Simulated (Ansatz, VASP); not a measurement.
**One calculation of SnO, two programs**

The input INCAR:

```
ALGO = Normal
EDIFF = 1E-8
ENCUT = 520
ISIF = 2
ISMEAR = -1
LASPH = True
LCHARG = False
LEFG = True
LREAL = False
LWAVE = False
NBANDS = 28
NELM = 80
PREC = Accurate
SIGMA = 0.02
```

File KPOINTS:

```
k-points
0
Gamma
  6 6 5
```

Contents of POSCAR:

```
SnO
1.0
    3.8020000000      0.0380200000      0.0380200000
    0.0380200000      3.8020000000      0.0380200000
    0.0483600000      0.0483600000      4.8360000000
Sn O
2 2
Direct
    0.0000000000      0.5000000000      0.2385000000
    0.5000000000      0.0000000000      0.7615000000
    0.0000000000      0.0000000000      0.0000000000
    0.5000000000      0.5000000000      0.0000000000
```

Input for Ansatz:

```yaml
crystal:
  lattice:
    - [3.802, 0.03802, 0.03802]
    - [0.03802, 3.802, 0.03802]
    - [0.04836, 0.04836, 4.836]
  atoms:
    - { symbol: Sn, position: [0.0, 0.5, 0.2385] }
    - { symbol: Sn, position: [0.5, 0.0, 0.7615] }
    - { symbol: O, position: [0.0, 0.0, 0.0] }
    - { symbol: O, position: [0.5, 0.5, 0.0] }
kpoints:
  mp_grid: { grid: [6, 6, 5] }
scf:
  occupations: { method: fermi_dirac, width: 0.02 }
hamiltonian:
  xc: lda
  pseudopotentials: { kind: paw }
output:
  forces: true
  stress: true
  eigenvalues: true
  efg: { contact_densities: true }
  write_density: true
  write_potential: true
  elf: true
  volumetric_format: npy
```

Change from the starting cell: equal xy, yz and zx shear strains of +2 %, PAW files.

Alike in both runs: task electric field gradients; functional LDA; k mesh 6 × 6 × 5; occupations fermi-dirac, width 0.02 eV; no spin polarisation.

|  | VASP | Ansatz |
| --- | --- | --- |
| version | VASP 6.6.1 | Ansatz 0.2.0 |
| potentials or method | VASP PAW LDA potentials, release 64 (Sn_d, O) | PAW with Ansatz's default frozen-core files, scalar-relativistic |
| plane-wave cutoff (eV) | 520 | 420 |
| valence electrons in the cell | 40 | 40 |

Ansatz gave:

```
pressure (GPa)                                                : -2.7
traceless stress, the component that is largest in VASP (GPa) : -1.65
rms of the force components (eV/Å)                            : 0.121
size of Vzz on the site where it differs most (V/Å²)          : 172.7
```

Problem. Which values does VASP return?

Solution. Pressure (GPa): -2.4; traceless stress, the component that is largest in VASP (GPa): -1.65; rms of the force components (eV/Å): 0.092; size of Vzz on the site where it differs most (V/Å²): 167.2.

LDA's correlation is that of Perdew and Zunger in VASP and of Perdew and Wang (1992) in Ansatz. Atom by atom the forces differ by 0.044 eV/Å (rms over components).
